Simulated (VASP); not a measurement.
Here is a VASP 6.6.1 calculation.

INCAR

```
PREC = Accurate ; ENCUT = 520
EDIFF = 1E-6 ; ISMEAR = 0
SIGMA = 0.1 ; LREAL = F
LASPH = T ; NELM = 60
ALGO = Normal ; ISIF = 2
LWAVE = F ; LCHARG = F
GGA = PE ; NBANDS = 25
```

Contents of KPOINTS:

```
regular mesh
0
Gamma
  12 12 7
```

POSCAR

```
CuO
1.0
    2.9487853379      0.0000000000      0.0000000000
    0.0075954162      2.9487755559      0.0000000000
    0.0010338722      0.0010312126      5.1511041746
Cu O
2 2
Direct
    0.0000000000      0.5000000000      0.0000000000
    0.5000000000      0.0000000000      0.5000000000
    0.4999171481      0.5000828519      0.2500000000
    0.5000828519      0.4999171481      0.7500000000
```

Potentials or basis: VASP PAW PBE potentials, release 64 (Cu, O).

Command:

```console
$ cat potpaw_PBE.64/Cu/POTCAR potpaw_PBE.64/O/POTCAR > POTCAR
$ mpirun -np 1 vasp_std > vasp.out
```

(1) Predict the band gap on the k mesh.

(2) Estimate the pressure.

Answers

(1) zero (bands 17 and 18 overlap by 0.99 eV).

(2) 0.7 GPa.

Caveat: semilocal functionals often make such compounds metallic where correlation or magnetic order opens a gap, which also shifts bond lengths.
